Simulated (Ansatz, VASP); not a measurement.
# Y2LuN3 in VASP and in Ansatz

```xyz
6
Lattice="3.4364 0.0000 0.0000 -1.7182 2.9760 0.0000 0.0000 0.0000 8.4092" Properties=species:S:1:pos:R:3 pbc="T T T"
Y     0.0000    1.9840    5.6258
Y     1.7182    0.9920    2.7834
Lu    0.0000    0.0000    0.0000
N     0.0000    1.9840    1.3589
N     1.7182    0.9920    7.0504
N     0.0000    0.0000    4.2046
```

Change from the starting cell: species swapped into the Mg2ZnO3 type (P-3m1, No. 164).

Alike in both runs: functional PBE; k mesh 6 × 6 × 2; occupations gaussian, width 0.1 eV; no spin polarisation.

Ansatz relaxed the structure, and its values are those at the end. VASP's run is a single point on that final structure, the one shown.

|  | VASP | Ansatz |
| --- | --- | --- |
| version | VASP 6.6.1 | Ansatz 0.2.0 |
| potentials or method | VASP PAW PBE potentials, release 64 (Y_sv, Lu, N), cutoff 520 eV | scalar-relativistic, plane waves, PAW |
| valence electrons in the cell | 62 | 62 |

Ansatz gave:

| Item | Value |
| --- | --- |
| gap on the k mesh at the Fermi level (eV) | 0.10 |
| least direct gap on the mesh (eV) | 0.59 |
| pressure (GPa) | 0.0 |
| rms of the force components (eV/Å) | 0.007 |

Task: Which values does VASP return?

Result: gap on the k mesh at the Fermi level (eV): 0.10; least direct gap on the mesh (eV): 0.59; pressure (GPa): 0.1; rms of the force components (eV/Å): 0.021.

Spin-orbit coupling is off throughout.
